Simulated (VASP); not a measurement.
Write the native input for VASP 6.6.1 that does the following.

- Task: single point
- Functional: LDA
- Potentials or basis: VASP PAW LDA potentials, release 64 (Mn_pv, V_sv)
- Cutoff: 520 eV
- k mesh: 11 × 11 × 11
- Occupations: fermi-dirac, width 0.05 eV
- Spin: no spin polarisation
- Dipole correction: no
- Further INCAR settings: ALGO = Normal; EDIFF = 1e-06; NBANDS = 20

The structure of MnV lies in POSCAR:

```
MnV
1.0
    2.5992147530      0.0000000000      0.0000000000
    0.0000000000      2.5992147530      0.0000000000
    0.0000000000      0.0000000000      2.5992147530
Mn V
1 1
Direct
    0.0000000000      0.0000000000      0.0000000000
    0.5000000000      0.5000000000      0.5000000000
```

This cell differs from its parent crystal: volume scaled by 0.72.

These files were run (other wordings do the same):

INCAR

```
SYSTEM = MnV
PREC     = Accurate       ! precision mode
ENCUT    = 520            ! plane-wave cutoff, eV
EDIFF    = 1E-6           ! SCF threshold, eV
ISMEAR   = -1             ! smearing method
SIGMA    = 0.05           ! smearing width, eV
LREAL    = .FALSE.        ! projectors in reciprocal space
LASPH    = .TRUE.         ! aspherical terms in the spheres
NELM     = 100            ! most SCF steps
ALGO     = Normal         ! electronic algorithm
ISIF     = 2              ! what is computed and relaxed
LWAVE    = .FALSE.        ! write WAVECAR
LCHARG   = .FALSE.        ! write CHGCAR
GGA      = CA             ! functional
NBANDS   = 20             ! bands
```

KPOINTS

```
regular mesh
0
G
  11 11 11
  0 0 0
```

Potentials or basis: VASP PAW LDA potentials, release 64 (Mn_pv, V_sv).

The run is started by

```bash
$ cat potpaw_LDA.64/Mn_pv/POTCAR potpaw_LDA.64/V_sv/POTCAR > POTCAR
$ mpirun -np 1 vasp_std > vasp.out
```

It gave:

The pressure is 109.1 GPa and the band gap on the k mesh is zero (band 13 reaches 16.40 eV, above the bottom of band 14 at 14.61 eV).

Wall time 16 s on 1 thread of AMD EPYC 7R13 Processor (Zen 3), on a shared host, peak memory 0.1 GiB.
